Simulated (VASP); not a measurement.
A run of VASP 6.6.1 is set up as follows.

Contents of INCAR:

```
ALGO = Normal ; EDIFF = 1E-6
ENCUT = 600 ; GGA = CA
GGA_COMPAT = False ; ISIF = 2
ISMEAR = 0 ; LASPH = True
LCHARG = False ; LREAL = False
LWAVE = False ; NBANDS = 11
NELM = 120 ; PREC = Accurate
SIGMA = 0.01
```

Contents of KPOINTS:

```
k-points
0
Gamma
  10 10 10
```

File POSCAR:

```
SiC
1.0
    0.0000000000      2.1644841995      2.1644841995
    2.1644841995      0.0000000000      2.1644841995
    2.1644841995      2.1644841995      0.0000000000
Si C
1 1
Direct
    0.0000000000      0.0000000000      0.0000000000
    0.2500000000      0.2500000000      0.2500000000
```

Potentials or basis: VASP PAW LDA potentials, release 64 (Si, C).

Command:

```console
$ cat potpaw_LDA.64/Si/POTCAR potpaw_LDA.64/C/POTCAR > POTCAR
$ mpirun -np 1 vasp_std > vasp.out
```

Problem. Predict the pressure.

Solution. 0.3 GPa.

Problem. Predict the band gap on the k mesh.

Solution. 1.29 eV, indirect (least direct gap 4.52 eV).

A k mesh can miss the band edges. As with any semilocal functional, this LDA gap is likely too small.
